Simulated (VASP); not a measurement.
Here is a VASP 6.6.1 calculation.

The input INCAR:

```
PREC = Accurate
ENCUT = 500
EDIFF = 1E-6
ISMEAR = -1
SIGMA = 0.1
LREAL = F
LASPH = T
NELM = 120
ALGO = Normal
ISIF = 2
LWAVE = F
LCHARG = F
GGA = PE
NBANDS = 26
GGA_COMPAT = F
```

KPOINTS

```
regular mesh
0
Gamma
  9 9 13
```

The input POSCAR:

```
Nb
1.0
    4.8168507396      0.0000000000      0.0000000000
   -2.4084253698      4.1715151067      0.0000000000
    0.0000000000      0.0000000000      2.6515843422
Nb
3
Direct
    0.0000000000      0.0000000000      0.0000000000
    0.3333333333      0.6666666667      0.5000000000
    0.6666666667      0.3333333333      0.5000000000
```

Potentials or basis: VASP PAW PBE potentials, release 64 (Nb_sv).

Launch:

```bash
$ cat potpaw_PBE.64/Nb_sv/POTCAR > POTCAR
$ mpirun -np 1 vasp_std > vasp.out
```

Question: Estimate the pressure.

Answer: 6.9 GPa.

Question: Predict the band gap on the k mesh.

Answer: Zero (an odd number of electrons rules out a gap without spin polarisation).

Stress tensor (GPa, compression positive):
```
6.95 0.00 0.00
0.00 6.95 0.00
0.00 0.00 6.79
```

Caveat: the cell stands under pressure.
